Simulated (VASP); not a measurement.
Al3GaN4, 8 atoms in the cell. It takes space group P-43m (No. 215, cubic). The conventional cell has a = 4.423 Å, b = 4.423 Å, c = 4.423 Å, α = 90.00°, β = 90.00°, γ = 90.00°. Al (site symmetry -42m) has 4 N at 1.90 Å within 2.5 Å. Within 2.6 Å of Ga (site symmetry -43m) lie 4 N at 1.96 Å. Within 2.5 Å of N (site symmetry 3m) lie 3 Al at 1.90 Å and 1 Ga at 1.96 Å. 

| Quantity | Value |
| --- | --- |
| Program | VASP 6.6.1 |
| Task | single point |
| Functional | PBEsol |
| Potentials or basis | VASP PAW PBE potentials, release 64 (Al, Ga_d, N) |
| Cutoff | 520 eV |
| k mesh | 6 × 6 × 6 |
| Occupations | gaussian, width 0.02 eV |
| Spin | no spin polarisation |
| Dipole correction | no |
| Further INCAR settings | ALGO = Normal; EDIFF = 1e-07; NBANDS = 31 |

Potentials or basis: VASP PAW PBE potentials, release 64 (Al, Ga_d, N).

Run with:

```bash
$ cat potpaw_PBE.64/Al/POTCAR potpaw_PBE.64/Ga_d/POTCAR potpaw_PBE.64/N/POTCAR > POTCAR
$ mpirun -np 1 vasp_std > vasp.out
```

Hardware: 1 thread of Intel Xeon 8259CL, on a shared host.

How long does it take, and how much memory?

Run time: 93 s on 1 thread of Intel Xeon 8259CL, on a shared host, peak memory 0.23 GiB. Counts: scf iterations 16, k points 20.
